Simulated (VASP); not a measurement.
KBr:

```xyz
2
Lattice="0.0000 3.3022 3.3022 3.3022 0.0000 3.3022 3.3022 3.3022 0.0000" Properties=species:S:1:pos:R:3 pbc="T T T"
K     0.0000    0.0000    0.0000
Br    3.3022    3.3022    3.3022
```

Base run:

| Quantity | Value |
| --- | --- |
| Program | VASP 6.6.1 |
| Functional | r2SCAN |
| Potentials or basis | VASP PAW PBE potentials, release 64 (K_sv, Br) |
| Cutoff | 520 eV |
| k mesh | 6 × 6 × 6 |
| Occupations | gaussian, width 0.01 eV |
| Spin | no spin polarisation |

Its results: band gap on the k mesh 5.07 eV, direct; pressure 0.0 GPa.

The run is repeated on the same cell with these changes: functional from r2SCAN to PBE; occupations from gaussian, width 0.01 eV to fermi-dirac, width 0.02 eV. What comes out?

Band gap on the k mesh 4.43 eV, direct; pressure 0.7 GPa.

Caveats: the PAW data sets were made with another functional, which shifts forces and pressure a little (some runs).

